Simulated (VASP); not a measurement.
# Sb (R-3m) in VASP: notebook, part 2 of 2

VASP 6.6.1. Earlier steps stand in the parts before.

### 5 Single point, PBE+D3(BJ)

Input file INCAR:

```
SYSTEM = Sb
  ALGO = Normal
  EDIFF = 1E-6
  ENCUT = 520
  GGA = PE
  ISIF = 2
  ISMEAR = -1
  IVDW = 12
  LASPH = .TRUE.
  LCHARG = .FALSE.
  LREAL = .FALSE.
  LWAVE = .FALSE.
  NBANDS = 12
  NELM = 60
  PREC = Accurate
  SIGMA = 0.15
```

Input file KPOINTS:

```
k-points
0
G
  12 12 12
  0 0 0
```

Input file POSCAR:

```
Sb
1.0
    2.1583747842      1.2461382627      3.6727505193
   -2.1583747842      1.2461382627      3.6727505193
    0.0000000000     -2.4922765253      3.6727505193
Sb
2
Direct
    0.2371686733      0.2371686733      0.2371686733
    0.7628313267      0.7628313267      0.7628313267
```

Potentials or basis: VASP PAW PBE potentials, release 64 (Sb).

Launch:

```
> cat potpaw_PBE.64/Sb/POTCAR > POTCAR
> mpirun -np 1 vasp_std > vasp.out
```

OUTCAR:

```text
SYSTEM = Sb
   EDIFF = 1E-6
   ENCUT = 520
   GGA = PE
   ISIF = 2
   ISMEAR = -1
   IVDW = 12
   LASPH = .TRUE.
   LREAL = .FALSE.
   NELM = 60
   PREC = Accurate
 IVDW          = 12

 ion  position               nearest neighbor table
   1  0.237  0.237  0.237-   2 2.94   2 2.94   2 2.94   2 3.27   2 3.27   2 3.27
   2  0.763  0.763  0.763-   1 2.94   1 2.94   1 2.94   1 3.27   1 3.27   1 3.27

  LATTYP: Found a trigonal (rhomboedric) cell.
 ALAT       =     4.4385288842
 COS(alpha) =     0.5270604738

  Lattice vectors:

 A1 = (   2.1583747842,   1.2461382627,   3.6727505193)
[... 547 lines left out ...]

 Edisp (eV)   -0.96397

 E8    (eV) :    -0.4497

  FORCE on cell =-STRESS in cart. coord.  units (eV):
  Direction    XX          YY          ZZ          XY          YZ          ZX
  --------------------------------------------------------------------------------------
  -------------------------------------------------------------------------------------
  Total       0.02346     0.02346     0.01057     0.00000     0.00000     0.00000
  in kB       0.63426     0.63426     0.28571     0.00000     0.00000     0.00000
  external pressure =        0.52 kB  Pullay stress =        0.00 kB

 VOLUME and BASIS-vectors are now :
 -----------------------------------------------------------------------------
  energy-cutoff  :      520.00
  volume of cell :       59.27
      direct lattice vectors                 reciprocal lattice vectors
     2.158374784  1.246138263  3.672750519     0.231655783  0.133746529  0.090758501
    -2.158374784  1.246138263  3.672750519    -0.231655783  0.133746529  0.090758501
     0.000000000 -2.492276525  3.672750519     0.000000000 -0.267493057  0.090758501

 POSITION                                       TOTAL-FORCE (eV/Angst)
 -----------------------------------------------------------------------------------
      0.00000      0.00000      2.61318         0.000000      0.000000      0.035323
      0.00000      0.00000      8.40507         0.000000     -0.000000     -0.035323
 -----------------------------------------------------------------------------------
    total drift:                                0.000000      0.000000     -0.000000

  FREE ENERGIE OF THE ION-ELECTRON SYSTEM (eV)
  ---------------------------------------------------
  free  energy   TOTEN  =        -9.2191484107 eV

  energy  without entropy=       -9.1792463701  energy(sigma->0) =       -9.19919739
```

stdout:

```text
POSCAR found type information on POSCAR Sb
 POSCAR found :  1 types and       2 ions
 scaLAPACK will be used
 LDA part: xc-table for (Slater+PW92), standard interpolation
 POSCAR, INCAR and KPOINTS ok, starting setup
 FFT: planning ... GRIDC
 FFT: planning ... GRID_SOFT
 FFT: planning ... GRID
 WAVECAR not read
 entering main loop
```

Run time: 2.8 min. Hardware: 1 thread of Intel Xeon 8259CL, shared host; peak memory 0.29 GiB.

Results:

| Property | Result |
| --- | --- |
| Free energy | -9.2191 eV |
| Pressure | 0.1 GPa |
| Largest force | 0.035 eV/Å |
| Band gap on the k mesh | zero (band 5 reaches 7.58 eV, above the bottom of band 6 at 7.33 eV) |
| Dispersion energy per atom | -0.482 eV |

Forces on the atoms (eV/Å):
```
Sb   0.000  0.000  0.035
Sb   0.000  0.000 -0.035
```

Levels at points of the mesh, in eV from the Fermi level:
| k point | band 3 | band 4 | band 5 | band 6 | band 7 | band 8 |
| --- | --- | --- | --- | --- | --- | --- |
| (0.00, 0.00, 0.00) | -1.91 | -1.72 | -1.72 | 2.53 | 2.96 | 2.96 |
| (0.50, 0.00, 0.00) | -1.60 | -1.45 | -0.25 | -0.05 | 0.29 | 0.30 |
| (0.50, 0.50, 0.00) | -5.54 | -3.72 | -3.64 | 1.74 | 5.18 | 5.55 |
| (0.50, 0.50, 0.50) | -1.12 | -1.12 | -0.29 | 0.00 | 0.00 | 1.00 |

Caveat: spin-orbit coupling is left out, which moves the levels of the heavy elements; pairwise dispersion overbinds metals, which lowers pressure and volume.

### 6 Relaxation of cell and atoms, PBE+D3(BJ)

This run uses another cell than the first one, of 29.78 Å³/atom, 1.005 times its volume.

Input file INCAR:

```
SYSTEM = Sb
ALGO = Normal
EDIFF = 1E-6
EDIFFG = -0.001
ENCUT = 600
GGA = PE
IBRION = 2
ISIF = 3
ISMEAR = -1
IVDW = 12
LASPH = .True.
LCHARG = .False.
LREAL = .False.
LWAVE = .False.
NELM = 100
NSW = 80
PREC = Accurate
SIGMA = 0.15
```

Input file KPOINTS:

```
k-points
0
Gamma
  12 12 12
  0 0 0
```

Input file POSCAR:

```
Sb
1.0
    2.1616083242      1.2480051479      3.6796745351
   -2.1616083242      1.2480051479      3.6796745351
    0.0000000000     -2.4960102957      3.6796745351
Sb
2
Direct
    0.2361487229      0.2361487229      0.2361487229
    0.7638512771      0.7638512771      0.7638512771
```

Potentials or basis: VASP PAW PBE potentials, release 64 (Sb).

Launch:

```
> cat potpaw_PBE.64/Sb/POTCAR > POTCAR
> mpirun -np 1 vasp_std > vasp.out
```

OUTCAR:

```text
SYSTEM = Sb
   EDIFF = 1E-6
   EDIFFG = -0.001
   ENCUT = 600
   GGA = PE
   IBRION = 2
   ISIF = 3
   ISMEAR = -1
   IVDW = 12
   LASPH = .True.
   LREAL = .False.
   NELM = 100
   NSW = 80
   PREC = Accurate
 IVDW          = 12

 ion  position               nearest neighbor table
   1  0.236  0.236  0.236-   2 2.93   2 2.93   2 2.93   2 3.29   2 3.29   2 3.29
   2  0.764  0.764  0.764-   1 2.93   1 2.93   1 2.93   1 3.29   1 3.29   1 3.29

  LATTYP: Found a trigonal (rhomboedric) cell.
 ALAT       =     4.4463549207
 COS(alpha) =     0.5273107222

  Lattice vectors:

 A1 = (   2.1616083242,   1.2480051479,   3.6796745351)
 A2 = (  -2.1616083242,   1.2480051479,   3.6796745351)
 A3 = (   0.0000000000,  -2.4960102957,   3.6796745351)

Analysis of symmetry for initial positions (statically):
=====================================================================
 Subroutine PRICEL returns:
 Original cell was already a primitive cell.

 Routine SETGRP: Setting up the symmetry group for a
 trigonal (rhombohedral) supercell.

 Subroutine GETGRP returns: Found 12 space group operations
 (whereof 12 operations were pure point group operations)
 out of a pool of 12 trial point group operations.

The static configuration has the point symmetry D_3d.

Analysis of symmetry for dynamics (positions and initial velocities):
=====================================================================
 Subroutine PRICEL returns:
 Original cell was already a primitive cell.

 Routine SETGRP: Setting up the symmetry group for a
 trigonal (rhombohedral) supercell.

 Subroutine GETGRP returns: Found 12 space group operations
 (whereof 12 operations were pure point group operations)
 out of a pool of 12 trial point group operations.

The dynamic configuration has the point symmetry D_3d.

 Subroutine INISYM returns: Found 12 space group operations
 (whereof 12 operations are pure point group operations),
 and found     1 'primitive' translations

----------------------------------------------------------------------------------------

                                     Primitive cell

  volume of cell :      59.5599

  direct lattice vectors                    reciprocal lattice vectors
     2.161608324  1.248005148  3.679674535     0.231309250  0.133546458  0.090587722
    -2.161608324  1.248005148  3.679674535    -0.231309250  0.133546458  0.090587722
     0.000000000 -2.496010296  3.679674535     0.000000000 -0.267092915  0.090587722

  length of vectors
     4.446354921  4.446354921  4.446354921     0.282036808  0.282036808  0.282036808

  position of ions in fractional coordinates (direct lattice)
     0.236148723  0.236148723  0.236148723
     0.763851277  0.763851277  0.763851277

  ion indices of the primitive-cell ions
   primitive index   ion index
                 1           1
                 2           2

----------------------------------------------------------------------------------------

 KPOINTS: k-points

Automatic generation of k-mesh.
 Grid dimensions read from file:
 generate k-points for:   12   12   12

 Generating k-lattice:

  Cartesian coordinates                     Fractional coordinates (reciprocal lattice)
     0.019275771  0.011128871  0.007548977     0.083333333  0.000000000  0.000000000
    -0.019275771  0.011128871  0.007548977     0.000000000  0.083333333  0.000000000
     0.000000000 -0.022257743  0.007548977     0.000000000  0.000000000  0.083333333

  Length of vectors
     0.023503067  0.023503067  0.023503067

  Shift w.r.t. Gamma in fractional coordinates (k-lattice)
     0.000000000  0.000000000  0.000000000

 Subroutine IBZKPT returns following result:
 ===========================================

 Found    189 irreducible k-points:

 Following reciprocal coordinates:
            Coordinates               Weight
  0.000000  0.000000  0.000000      1.000000
  0.083333  0.000000 -0.000000      6.000000
  0.166667  0.000000  0.000000      6.000000
  0.250000  0.000000  0.000000      6.000000
  0.333333  0.000000  0.000000      6.000000
  0.416667  0.000000  0.000000      6.000000
[... 16 lines left out ...]
  0.500000  0.166667 -0.000000     12.000000
 -0.416667  0.166667  0.000000     12.000000
 [... further k-points ...]
   k-points           NKPTS =    189   k-points in BZ     NKDIM =    189   number of bands    NBANDS=      9
   number of dos      NEDOS =    301   number of ions     NIONS =      2
   total plane-waves  NPLWV =  46656
   dimension x,y,z NGX =    36 NGY =   36 NGZ =   36
   dimension x,y,z NGXF=    72 NGYF=   72 NGZF=   72
   ions per type =               2
   NGX,Y,Z   is equivalent  to a cutoff of  13.46, 13.46, 13.46 a.u.
   NGXF,Y,Z  is equivalent  to a cutoff of  26.92, 26.92, 26.92 a.u.
 SYSTEM =  Sb
   PREC   = accura    normal or accurate (medium, high low for compatibility)
   ISTART =      0    job   : 0-new  1-cont  2-samecut
   ICHARG =      2    charge: 1-file 2-atom 10-const
   ISPIN  =      1    spin polarized calculation?
   LNONCOLLINEAR =      F non collinear calculations
   LSORBIT =      F    spin-orbit coupling
   LASPH  =      T    aspherical Exc in radial PAW
   ENCUT  =  600.0 eV  44.10 Ry    6.64 a.u.   8.88  8.88  8.88*2*pi/ulx,y,z
   NELM   =    100;   NELMIN=  2; NELMDL= -5     # of ELM steps
   EDIFF  = 0.1E-05   stopping-criterion for ELM
   LREAL  =      F    real-space projection
   EDIFFG = -.1E-02   stopping-criterion for IOM
   NSW    =     80    number of steps for IOM
   IBRION =      2    ionic relax: 0-MD 1-quasi-New 2-CG
   NFREE  =      1    steps in history (QN), initial steepest desc. (CG)
   ISIF   =      3    stress and relaxation
   ISYM   =      2    0-nonsym 1-usesym 2-fastsym
   POTIM  = 0.5000    time-step for ionic-motion
   TEBEG  =    0.0;   TEEND  =   0.0 temperature during run
   PSTRESS=    0.0 pullay stress
   NELECT =      10.0000    total number of electrons
   NUPDOWN=      -1.0000    fix difference up-down
   EMIN   =  10.00;   EMAX   =-10.00  energy-range for DOS
   EFERMI =   0.00;   METHOD = LEGACY
   ISMEAR =    -1;   SIGMA  =   0.15  broadening in eV -4-tet -1-fermi 0-gaus
   EFERMI_NEDOS =   21; number of points for ismear=-14 and -15
   IALGO  =     38    algorithm
   IMIX   =      4    mixing-type and parameters
     AMIX     =   0.40;   BMIX     =  1.00
     AMIX_MAG =   1.60;   BMIX_MAG =  1.00
  volume/ion in A,a.u.               =      29.78       200.97
  Fermi-wavevector in a.u.,A,eV,Ry     =   0.903144  1.706694 11.097842  0.815668
  Thomas-Fermi vector in A             =   2.026433
   LORBIT       =      0    0 simple, 1 ext, 2 COOP (PROOUT), +10 PAW based schemes
   GGA     = PE    functional components
   LHFCALC =     F    Hartree Fock is set to
   AEXX    =    0.0000 exact exchange contribution
   IVDW    =    12    specifies the selected vdW correction
   LEPSILON=     F    determine dielectric tensor
   LRPA    =     F    only Hartree local field effects (RPA)
 conjugate gradient relaxation of ions
 non-spin polarized calculation
  energy-cutoff  :      600.00
  volume of cell :       59.56
 maximum number of plane-waves:      2018
   NGX = 17   NGY = 17   NGZ = 17

--------------------------------------- Ionic step        1  -------------------------------------------

 number of electron      10.0000000 magnetization

 Free energy of the ion-electron system (eV)
  ---------------------------------------------------
  ext. energy  EPLUGINS =         0.00000000
  ---------------------------------------------------
  free energy    TOTEN  =        -8.25864446 eV

  energy without entropy =       -8.22140551  energy(sigma->0) =       -8.24002498

------------------------ aborting loop because EDIFF is reached ----------------------------------------

 Edisp (eV)   -0.95916

 E8    (eV) :    -0.4475
[... 105 lines left out ...]
  FREE ENERGIE OF THE ION-ELECTRON SYSTEM (eV)
  ---------------------------------------------------
  free  energy   TOTEN  =        -9.2187035700 eV

  energy  without entropy=       -9.1786419671  energy(sigma->0) =       -9.19867277

[... ionic steps 4 to 18 ...]

--------------------------------------- Ionic step       19  -------------------------------------------

 number of electron      10.0000000 magnetization

------------------------ aborting loop because EDIFF is reached ----------------------------------------
[... 75 lines left out ...]
--------------------------------------- Ionic step       21  -------------------------------------------

 number of electron      10.0000000 magnetization

 Free energy of the ion-electron system (eV)
  ---------------------------------------------------
  ext. energy  EPLUGINS =         0.00000000
  ---------------------------------------------------
  free energy    TOTEN  =        -8.25348086 eV

  energy without entropy =       -8.21190839  energy(sigma->0) =       -8.23269462

 E-fermi :   7.3932     XC(G=0):  -9.6381

 val. band max:        7.3786205948   @ k =   0.2500   0.2500   0.1667
 cond. band min:       7.4289684360   @ k =  -0.4167   0.5000   0.4167
 fundamental gap:      0.0503478412
 Fermi energy:         7.3931594337

 k-point     1 :       0.0000    0.0000    0.0000
  band No.  band energies     occupation
      1      -5.2711      2.00000
      2       2.8375      2.00000
      3       5.4968      1.99999
      4       5.6775      1.99998
      5       5.6775      1.99998
      6       9.9867      0.00000
      7      10.3789      0.00000
      8      10.3789      0.00000
      9      12.3880      0.00000
[... 265 lines left out ...]
 k-point    24 :      -0.4167    0.1667    0.0000
  band No.  band energies     occupation
      1      -2.6800      2.00000
      2      -2.0366      2.00000
      3       3.8164      2.00000
      4       5.3560      2.00000
      5       5.7965      1.99995
      6       8.3889      0.00262
      7       8.8793      0.00010
      8      10.6579      0.00000
      9      14.1748      0.00000

 [... further k-points ...]

------------------------ aborting loop because EDIFF is reached ----------------------------------------

 Edisp (eV)   -0.96595

 E8    (eV) :    -0.4506
[... 25 lines left out ...]
  FREE ENERGIE OF THE ION-ELECTRON SYSTEM (eV)
  ---------------------------------------------------
  free  energy   TOTEN  =        -9.2194335136 eV

  energy  without entropy=       -9.1778610503  energy(sigma->0) =       -9.19864728

 reached required accuracy - stopping structural energy minimisation
```

OSZICAR:

```text
N       E                     dE             d eps       ncg     rms          rms(c)
DAV:   1     0.423215530451E+02    0.42322E+02   -0.39841E+03  3402   0.980E+02
DAV:   2    -0.646678875875E+01   -0.48788E+02   -0.47779E+02  4779   0.131E+02
DAV:   3    -0.824258551474E+01   -0.17758E+01   -0.17509E+01  4180   0.305E+01
[... 103 lines left out ...]
DAV:   1    -0.825350574842E+01    0.49784E-04   -0.51254E-07  1701   0.413E-03    0.650E-04
DAV:   2    -0.825350574867E+01   -0.24477E-09   -0.31091E-08  1701   0.135E-03
  20 F= -.92194334E+01 E0= -.91986467E+01  d E =-.510725E-07
       N       E                     dE             d eps       ncg     rms          rms(c)
DAV:   1    -0.825348084776E+01    0.24901E-04   -0.13587E-07  1701   0.215E-03    0.345E-04
DAV:   2    -0.825348085653E+01   -0.87704E-08   -0.10036E-08  1701   0.780E-04
  21 F= -.92194335E+01 E0= -.91986473E+01  d E =-.145134E-06
```

It took 15 min on 1 thread of Intel Xeon 8259CL, shared host; peak memory 0.3 GiB.

Results:

- Free energy: -9.2194 eV
- Relaxed volume: 29.58 Å³/atom
- Relaxed cell: a = 4.431 Å, b = 4.431 Å, c = 4.431 Å, α = 58.33°, β = 58.33°, γ = 58.33°
- Space group after relaxing (to 0.05 Å): R-3m (No. 166)
- Energy gained by relaxing: 0.8 meV/atom
- Ionic steps: 21
- Pressure after relaxing: 0.0 GPa
- Band gap on the k mesh: zero (band 5 reaches 7.60 eV, above the bottom of band 6 at 7.36 eV)
- Dispersion energy per atom: -0.483 eV

Step by step:
| step | energy change (eV) | largest force (eV/Å) | pressure (GPa) | volume (Å³) |
| --- | --- | --- | --- | --- |
| 1 | 0.0000 | 0.1002 | 0.04 | 59.56 |
| 2 | -0.0007 | 0.0549 | -0.15 | 59.63 |
| 3 | -0.0009 | 0.0011 | -0.39 | 59.72 |
| 4 | -0.0009 | 0.0144 | -0.33 | 59.70 |
| 5 | -0.0014 | 0.0094 | -0.16 | 59.46 |
| 6 | -0.0015 | 0.0034 | 0.01 | 59.21 |
| 7 | -0.0016 | 0.0025 | 0.01 | 59.20 |
| 8 | -0.0016 | 0.0000 | 0.00 | 59.17 |
| 9 | -0.0016 | 0.0047 | -0.02 | 59.12 |
| 10 | -0.0016 | 0.0020 | -0.01 | 59.16 |
| 11 | -0.0016 | 0.0020 | -0.01 | 59.16 |
| 12 | -0.0016 | 0.0006 | -0.01 | 59.13 |
| 13 | -0.0016 | 0.0020 | 0.02 | 59.12 |
| 14 | -0.0016 | 0.0008 | 0.03 | 59.13 |
| 15 | -0.0016 | 0.0005 | 0.02 | 59.13 |
| 16 | -0.0016 | 0.0009 | 0.02 | 59.15 |
| 17 | -0.0016 | 0.0049 | -0.05 | 59.20 |
| 18 | -0.0016 | 0.0017 | -0.01 | 59.16 |
| 19 | -0.0016 | 0.0012 | -0.01 | 59.16 |
| 20 | -0.0016 | 0.0010 | -0.01 | 59.15 |
| 21 | -0.0016 | 0.0009 | 0.00 | 59.15 |

Final structure:
```
Sb
1.0
     2.15916    1.24659    3.66278
    -2.15916    1.24659    3.66278
     0.00000   -2.49318    3.66278
Sb
2
Cartesian
  0.0000 0.0000 2.6127
  0.0000 0.0000 8.3756
```

Levels at points of the mesh, in eV from the Fermi level:
| k point | band 1 | band 2 | band 3 | band 4 | band 5 | band 6 | band 7 | band 8 | band 9 |
| --- | --- | --- | --- | --- | --- | --- | --- | --- | --- |
| (0.00, 0.00, 0.00) | -12.66 | -4.56 | -1.90 | -1.72 | -1.72 | 2.59 | 2.99 | 2.99 | 4.99 |
| (0.50, 0.00, 0.00) | -10.20 | -9.66 | -1.55 | -1.40 | -0.26 | -0.03 | 0.26 | 0.30 | 8.06 |
| (0.50, 0.50, 0.00) | -10.22 | -7.73 | -5.56 | -3.72 | -3.64 | 1.77 | 5.20 | 5.54 | 7.30 |
| (0.50, 0.50, 0.50) | -10.80 | -9.18 | -1.10 | -1.10 | -0.26 | -0.03 | -0.03 | 0.97 | 7.57 |

Caveat: spin-orbit coupling is left out, which moves the levels of the heavy elements; pairwise dispersion overbinds metals, which lowers pressure and volume.

### 7 The runs side by side

| task | cell | cutoff (eV) | smearing | gap on the mesh (eV) | pressure (GPa) | largest force (eV/Å) |
| --- | --- | --- | --- | --- | --- | --- |
| single point | a = 4.439 Å, angles 58.2°, 2 atoms | 520 | fermi-dirac 0.15 eV | none | 0.1 | 0.04 |
| relaxation of cell and atoms | relaxed to 6.4 GPa from a = 4.270 Å, angles 58.9°, 2 atoms | 600 | fermi-dirac 0.1 eV | none | 6.4 | - |
| single point | a = 4.446 Å, angles 58.2°, 2 atoms | 520 | gaussian 0.1 eV | none | 0.1 | 0.04 |
| relaxation of cell and atoms | relaxed from a = 4.446 Å, angles 58.2°, 2 atoms | 600 | fermi-dirac 0.15 eV | none | 0.0 | - |

Alike in all rows: level PBE+D3(BJ); potentials or basis VASP PAW PBE potentials, release 64 (Sb); no spin polarisation; k mesh 12 × 12 × 12.

Caveats: spin-orbit coupling is left out, which moves the levels of the heavy elements; pairwise dispersion overbinds metals, which lowers pressure and volume; the cell is relaxed towards a set pressure, so the enthalpy falls and the energy may rise (some runs).

Absolute energies hang on the potentials; compare differences alone.
